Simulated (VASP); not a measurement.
# BeS (F-43m) in VASP: further runs

BeS is run at these levels: PBE; tasks: single point.

All numbers are computed with VASP 6.6.1; they aren't measurements. Logs are shortened: lines on timing, memory, paths and dates and some standing lists are left out, and cuts for length are marked.

## 1. The cell of the first run

The structure is cubic, space group F-43m (No. 216). Conventional cell: a = 4.673 Å, b = 4.673 Å, c = 4.673 Å, α = 90.00°, β = 90.00°, γ = 90.00°. Be (site symmetry -43m) has 4 S at 2.02 Å within 2.7 Å. S (site symmetry -43m) has 4 Be at 2.02 Å within 2.7 Å.

## 2. Single point, PBE (volume scaled by 0.88)

Input file INCAR:

```
SYSTEM = BeS
  ALGO = Normal
  EDIFF = 1E-6
  ENCUT = 600
  GGA = PE
  GGA_COMPAT = .False.
  ISIF = 2
  ISMEAR = 0
  LASPH = .True.
  LCHARG = .False.
  LREAL = .False.
  LWAVE = .False.
  NBANDS = 11
  NELM = 120
  PREC = Accurate
  SIGMA = 0.02
```

Input file KPOINTS:

```
k-points
0
Gamma
  8 8 8
  0 0 0
```

Input file POSCAR:

```
BeS
1.0
    0.0000000000      2.3363581202      2.3363581202
    2.3363581202      0.0000000000      2.3363581202
    2.3363581202      2.3363581202      0.0000000000
Be S
1 1
Direct
    0.5000000000      0.5000000000      0.5000000000
    0.2500000000      0.2500000000      0.2500000000
```

Potentials or basis: VASP PAW PBE potentials, release 64 (Be, S).

The run is started by

```
$ cat potpaw_PBE.64/Be/POTCAR potpaw_PBE.64/S/POTCAR > POTCAR
$ mpirun -np 1 vasp_std > vasp.out
```

OUTCAR:

```text
SYSTEM = BeS
   EDIFF = 1E-6
   ENCUT = 600
   GGA = PE
   ISIF = 2
   ISMEAR = 0
   LASPH = .True.
   LREAL = .False.
   NELM = 120
   PREC = Accurate

 ion  position               nearest neighbor table
   1  0.500  0.500  0.500-   2 2.02   2 2.02   2 2.02   2 2.02
   2  0.250  0.250  0.250-   1 2.02   1 2.02   1 2.02   1 2.02

  LATTYP: Found a face centered cubic cell.
 ALAT       =     4.6727162404

  Lattice vectors:

 A1 = (   0.0000000000,   2.3363581202,   2.3363581202)
 A2 = (   2.3363581202,   0.0000000000,   2.3363581202)
 A3 = (   2.3363581202,   2.3363581202,   0.0000000000)

Analysis of symmetry for initial positions (statically):
=====================================================================
 Subroutine PRICEL returns:
 Original cell was already a primitive cell.

 Routine SETGRP: Setting up the symmetry group for a
 face centered cubic supercell.

 Subroutine GETGRP returns: Found 24 space group operations
 (whereof 24 operations were pure point group operations)
 out of a pool of 48 trial point group operations.

The static configuration has the point symmetry T_d .

Analysis of symmetry for dynamics (positions and initial velocities):
=====================================================================
 Subroutine PRICEL returns:
 Original cell was already a primitive cell.

 Routine SETGRP: Setting up the symmetry group for a
 face centered cubic supercell.

 Subroutine GETGRP returns: Found 24 space group operations
 (whereof 24 operations were pure point group operations)
 out of a pool of 48 trial point group operations.

The dynamic configuration has the point symmetry T_d .

 Subroutine INISYM returns: Found 24 space group operations
 (whereof 24 operations are pure point group operations),
 and found     1 'primitive' translations

----------------------------------------------------------------------------------------

                                     Primitive cell

  volume of cell :      25.5063

  direct lattice vectors                    reciprocal lattice vectors
     0.000000000  2.336358120  2.336358120    -0.214008287  0.214008287  0.214008287
     2.336358120  0.000000000  2.336358120     0.214008287 -0.214008287  0.214008287
     2.336358120  2.336358120  0.000000000     0.214008287  0.214008287 -0.214008287

  length of vectors
     3.304109340  3.304109340  3.304109340     0.370673227  0.370673227  0.370673227

  position of ions in fractional coordinates (direct lattice)
     0.500000000  0.500000000  0.500000000
     0.250000000  0.250000000  0.250000000

  ion indices of the primitive-cell ions
   primitive index   ion index
                 1           1
                 2           2

----------------------------------------------------------------------------------------

 KPOINTS: k-points

Automatic generation of k-mesh.
 Grid dimensions read from file:
 generate k-points for:    8    8    8

 Generating k-lattice:

  Cartesian coordinates                     Fractional coordinates (reciprocal lattice)
    -0.026751036  0.026751036  0.026751036     0.125000000  0.000000000  0.000000000
     0.026751036 -0.026751036  0.026751036     0.000000000  0.125000000  0.000000000
     0.026751036  0.026751036 -0.026751036     0.000000000  0.000000000  0.125000000

  Length of vectors
     0.046334153  0.046334153  0.046334153

  Shift w.r.t. Gamma in fractional coordinates (k-lattice)
     0.000000000  0.000000000  0.000000000

 Subroutine IBZKPT returns following result:
 ===========================================

 Found     29 irreducible k-points:

 Following reciprocal coordinates:
            Coordinates               Weight
  0.000000  0.000000  0.000000      1.000000
  0.125000  0.000000  0.000000      8.000000
  0.250000  0.000000  0.000000      8.000000
  0.375000  0.000000  0.000000      8.000000
  0.500000  0.000000  0.000000      4.000000
  0.125000  0.125000  0.000000      6.000000
[... 16 lines left out ...]
  0.500000  0.250000  0.125000     48.000000
 -0.375000  0.250000  0.125000     24.000000
 [... further k-points ...]
   k-points           NKPTS =     29   k-points in BZ     NKDIM =     29   number of bands    NBANDS=     11
   number of dos      NEDOS =    301   number of ions     NIONS =      2
   total plane-waves  NPLWV =  21952
   dimension x,y,z NGX =    28 NGY =   28 NGZ =   28
   dimension x,y,z NGXF=    56 NGYF=   56 NGZF=   56
   ions per type =               1   1
   NGX,Y,Z   is equivalent  to a cutoff of  14.09, 14.09, 14.09 a.u.
   NGXF,Y,Z  is equivalent  to a cutoff of  28.18, 28.18, 28.18 a.u.
 SYSTEM =  BeS
   PREC   = accura    normal or accurate (medium, high low for compatibility)
   ISTART =      0    job   : 0-new  1-cont  2-samecut
   ICHARG =      2    charge: 1-file 2-atom 10-const
   ISPIN  =      1    spin polarized calculation?
   LNONCOLLINEAR =      F non collinear calculations
   LSORBIT =      F    spin-orbit coupling
   LASPH  =      T    aspherical Exc in radial PAW
   ENCUT  =  600.0 eV  44.10 Ry    6.64 a.u.   6.60  6.60  6.60*2*pi/ulx,y,z
   NELM   =    120;   NELMIN=  2; NELMDL= -5     # of ELM steps
   EDIFF  = 0.1E-05   stopping-criterion for ELM
   LREAL  =      F    real-space projection
   EDIFFG = 0.1E-04   stopping-criterion for IOM
   NSW    =      0    number of steps for IOM
   IBRION =     -1    ionic relax: 0-MD 1-quasi-New 2-CG
   NFREE  =      0    steps in history (QN), initial steepest desc. (CG)
   ISIF   =      2    stress and relaxation
   ISYM   =      2    0-nonsym 1-usesym 2-fastsym
   POTIM  = 0.5000    time-step for ionic-motion
   TEBEG  =    0.0;   TEEND  =   0.0 temperature during run
   PSTRESS=    0.0 pullay stress
   NELECT =       8.0000    total number of electrons
   NUPDOWN=      -1.0000    fix difference up-down
   EMIN   =  10.00;   EMAX   =-10.00  energy-range for DOS
   EFERMI =   0.00;   METHOD = LEGACY
   ISMEAR =     0;   SIGMA  =   0.02  broadening in eV -4-tet -1-fermi 0-gaus
   EFERMI_NEDOS =   21; number of points for ismear=-14 and -15
   IALGO  =     38    algorithm
   IMIX   =      4    mixing-type and parameters
     AMIX     =   0.40;   BMIX     =  1.00
     AMIX_MAG =   1.60;   BMIX_MAG =  1.00
  volume/ion in A,a.u.               =      12.75        86.06
  Fermi-wavevector in a.u.,A,eV,Ry     =   1.112300  2.101943 16.833293  1.237212
  Thomas-Fermi vector in A             =   2.248873
   LORBIT       =      0    0 simple, 1 ext, 2 COOP (PROOUT), +10 PAW based schemes
   GGA     = PE    functional components
   LHFCALC =     F    Hartree Fock is set to
   AEXX    =    0.0000 exact exchange contribution
   IVDW    =     0    specifies the selected vdW correction
   LEPSILON=     F    determine dielectric tensor
   LRPA    =     F    only Hartree local field effects (RPA)
 non-spin polarized calculation
 Gauss-broadening in eV      SIGMA  =   0.02
  energy-cutoff  :      600.00
  volume of cell :       25.51
 maximum number of plane-waves:       877
 NGX is ok and might be reduce to    28
   NGX = 13   NGY = 13   NGZ = 13

 number of electron       7.9999999 magnetization

 Free energy of the ion-electron system (eV)
  ---------------------------------------------------
  ext. energy  EPLUGINS =         0.00000000
  ---------------------------------------------------
  free energy    TOTEN  =        -9.86443795 eV

  energy without entropy =       -9.86443795  energy(sigma->0) =       -9.86443795

 E-fermi :   5.5306     XC(G=0): -10.2006

 val. band max:        5.4013839372   @ k =   0.0000   0.0000   0.0000
 cond. band min:       8.2311077474   @ k =   0.5000   0.5000   0.0000
 fundamental gap:      2.8297238102
 Fermi energy:         5.5305865772

 k-point     1 :       0.0000    0.0000    0.0000
  band No.  band energies     occupation
      1      -9.0971      2.00000
      2       5.4014      2.00000
      3       5.4014      2.00000
      4       5.4014      2.00000
      5      10.9947      0.00000
      6      10.9947      0.00000
      7      10.9947      0.00000
      8      12.2766      0.00000
      9      18.4244      0.00000
     10      18.4244      0.00000
     11      21.1466      0.00000

 k-point     2 :       0.1250    0.0000    0.0000
  band No.  band energies     occupation
      1      -8.8924      2.00000
      2       4.0584      2.00000
      3       5.1620      2.00000
      4       5.1620      2.00000
      5      11.1886      0.00000
      6      11.4072      0.00000
      7      11.4072      0.00000
      8      13.4473      0.00000
      9      17.6741      0.00000
     10      17.6741      0.00000
     11      20.7047      0.00000

 k-point     3 :       0.2500    0.0000    0.0000
  band No.  band energies     occupation
      1      -8.3205      2.00000
      2       1.7022      2.00000
      3       4.6980      2.00000
      4       4.6980      2.00000
      5      11.2718      0.00000
      6      12.0011      0.00000
      7      12.0011      0.00000
      8      15.5607      0.00000
      9      17.4460      0.00000
     10      17.4460      0.00000
     11      20.2608      0.00000

 k-point     4 :       0.3750    0.0000    0.0000
  band No.  band energies     occupation
      1      -7.5694      2.00000
      2      -0.3037      2.00000
      3       4.3334      2.00000
      4       4.3334      2.00000
      5      11.2844      0.00000
      6      12.0143      0.00000
      7      12.0143      0.00000
      8      16.8275      0.00000
      9      18.9941      0.00000
     10      18.9941      0.00000
     11      20.7832      0.00000
[... 239 lines left out ...]
 k-point    22 :       0.3750    0.2500    0.1250
  band No.  band energies     occupation
      1      -7.8476      2.00000
      2       1.4814      2.00000
      3       2.9054      2.00000
      4       4.0983      2.00000
      5      10.9399      0.00000
      6      12.7791      0.00000
      7      13.2893      0.00000
      8      14.3119      0.00000
      9      17.6476      0.00000
     10      20.5021      0.00000
     11      22.1997      0.00000

 k-point    23 :       0.5000    0.2500    0.1250
  band No.  band energies     occupation
      1      -7.1766      2.00000
      2       0.1127      2.00000
      3       2.3364      2.00000
      4       3.5407      2.00000
      5      11.4073      0.00000
      6      12.3690      0.00000
      7      14.3158      0.00000
      8      15.0660      0.00000
      9      18.6691      0.00000
     10      20.5594      0.00000
     11      22.8271      0.00000

 k-point    24 :      -0.3750    0.2500    0.1250
  band No.  band energies     occupation
      1      -6.8245      2.00000
      2      -0.5595      2.00000
      3       2.2522      2.00000
      4       3.2488      2.00000
      5      11.4184      0.00000
      6      12.2411      0.00000
      7      15.0449      0.00000
      8      16.4202      0.00000
      9      17.3250      0.00000
     10      21.4079      0.00000
     11      22.3102      0.00000

 [... further k-points ...]
[... 5 lines left out ...]
  --------------------------------------------------------------------------------------
  -------------------------------------------------------------------------------------
  Total        2.4106474      2.4106474      2.4106474     -0.0000000      0.0000000      0.0000000
  in kB      151.4244643    151.4244643    151.4244643     -0.0000000      0.0000000      0.0000000
  external PRESSURE =     151.4244643 kB  Pullay stress =       0.0000000 kB

 VOLUME and BASIS-vectors are now :
 -----------------------------------------------------------------------------
  energy-cutoff  :      600.00
  volume of cell :       25.51
      direct lattice vectors                 reciprocal lattice vectors
     0.000000000  2.336358120  2.336358120    -0.214008287  0.214008287  0.214008287
     2.336358120  0.000000000  2.336358120     0.214008287 -0.214008287  0.214008287
     2.336358120  2.336358120  0.000000000     0.214008287  0.214008287 -0.214008287

 POSITION                                       TOTAL-FORCE (eV/Angst)
 -----------------------------------------------------------------------------------
      2.33636      2.33636      2.33636        -0.000000     -0.000000     -0.000000
      1.16818      1.16818      1.16818         0.000000      0.000000      0.000000
 -----------------------------------------------------------------------------------
    total drift:                                0.000000      0.000000      0.000000

  FREE ENERGIE OF THE ION-ELECTRON SYSTEM (eV)
  ---------------------------------------------------
  free  energy   TOTEN  =        -9.8644379485 eV

  energy  without entropy=       -9.8644379485  energy(sigma->0) =       -9.86443795
```

Run time: 12 s. Hardware: 1 thread of Intel Xeon Platinum 8259CL at 2.50GHz (Skylake/Cascade Lake), shared host; peak memory 0.15 GiB.

What came out:

```yaml
Free_energy: -9.8644 eV
Pressure: 15.1 GPa
Band_gap_on_the_k_mesh: 2.83 eV, indirect (least direct gap 5.59 eV)
```

Levels at points of the mesh, in eV from the valence-band top:
| k point | band 1 | band 2 | band 3 | band 4 | band 5 | band 6 | band 7 | band 8 |
| --- | --- | --- | --- | --- | --- | --- | --- | --- |
| (0.00, 0.00, 0.00) | -14.50 | 0.00 | 0.00 | 0.00 | 5.59 | 5.59 | 5.59 | 6.88 |
| (0.50, 0.00, 0.00) | -12.56 | -6.55 | -1.20 | -1.20 | 5.88 | 6.50 | 6.50 | 11.71 |
| (0.50, 0.50, 0.00) | -11.90 | -5.62 | -3.05 | -3.05 | 2.83 | 4.79 | 13.69 | 13.69 |

Caveat: the cell differs from its parent crystal (volume scaled by 0.88). A k mesh can miss the band edges.

## 3. Single point, PBE

This run uses another cell than the first one, of 14.49 Å³/atom, 1.136 times its volume.

Input file INCAR:

```
PREC = Accurate
ENCUT = 600
EDIFF = 1E-6
ISMEAR = 0
SIGMA = 0.01
LREAL = False
LASPH = True
NELM = 120
ALGO = Normal
ISIF = 2
LWAVE = False
LCHARG = False
GGA = PE
NBANDS = 11
GGA_COMPAT = False
```

Input file KPOINTS:

```
regular mesh
0
Gamma
  8 8 8
```

Input file POSCAR:

```
BeS
1.0
    0.0000000000      2.4380644881      2.4380644881
    2.4380644881      0.0000000000      2.4380644881
    2.4380644881      2.4380644881      0.0000000000
Be S
1 1
Direct
    0.5000000000      0.5000000000      0.5000000000
    0.2500000000      0.2500000000      0.2500000000
```

Potentials or basis: VASP PAW PBE potentials, release 64 (Be, S).

The run is started by

```
$ cat potpaw_PBE.64/Be/POTCAR potpaw_PBE.64/S/POTCAR > POTCAR
$ mpirun -np 1 vasp_std > vasp.out
```

Run time: 9.9 s. Hardware: 1 thread of Intel Xeon Platinum 8259CL at 2.50GHz (Skylake/Cascade Lake), shared host; peak memory 0.15 GiB.

Results (log left out):

| Item | Value |
| --- | --- |
| Free energy | -10.0135 eV |
| Pressure | 0.0 GPa |
| Band gap on the k mesh | 3.15 eV, indirect (least direct gap 5.68 eV) |

Levels at points of the mesh, in eV from the valence-band top:
| k point | band 1 | band 2 | band 3 | band 4 | band 5 | band 6 | band 7 | band 8 |
| --- | --- | --- | --- | --- | --- | --- | --- | --- |
| (0.00, 0.00, 0.00) | -13.59 | 0.00 | 0.00 | 0.00 | 5.68 | 5.68 | 5.68 | 5.75 |
| (0.50, 0.00, 0.00) | -12.02 | -5.68 | -1.01 | -1.01 | 5.42 | 6.57 | 6.57 | 11.13 |
| (0.50, 0.50, 0.00) | -11.49 | -4.94 | -2.59 | -2.59 | 3.15 | 4.93 | 12.65 | 12.65 |

(Continued in part 2 of 2.)
